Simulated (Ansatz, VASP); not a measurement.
SnTe in VASP and in Ansatz

```xyz
2
Lattice="3.1463 0.0000 0.0000 0.0000 3.1463 0.0000 0.0000 0.0000 6.3540" Properties=species:S:1:pos:R:3 pbc="T T T"
Sn    0.0000    0.0000    3.1770
Te    0.0000    0.0000    0.0000
```

Alike in both runs: functional PBE; k mesh 18 × 18 × 10; occupations gaussian, width 0.1 eV; no spin polarisation.

Ansatz relaxed the structure, and its values are those at the end. VASP's run is a single point on that final structure, the one shown.

|  | VASP | Ansatz |
| --- | --- | --- |
| version | VASP 6.6.1 | Ansatz 0.2.0 |
| potentials or method | VASP PAW PBE potentials, release 64 (Sn_d, Te), cutoff 520 eV | scalar-relativistic, plane waves, PAW |
| valence electrons in the cell | 20 | 30 |

|  | VASP | Ansatz | Ansatz less VASP |
| --- | --- | --- | --- |
| gap on the k mesh at the Fermi level (eV) | none | none | - |
| pressure (GPa) | 0.0 | 0.0 | +0.03 |

A gap of «none» marks a metal or a gap that the smearing closes. With one functional, cell and mesh, what is left measures potentials, basis and numerics. VASP's potentials hold 20 valence electrons a cell and Ansatz's 30, so a difference there can come from the potentials and not from the codes.

Spin-orbit coupling is off throughout.
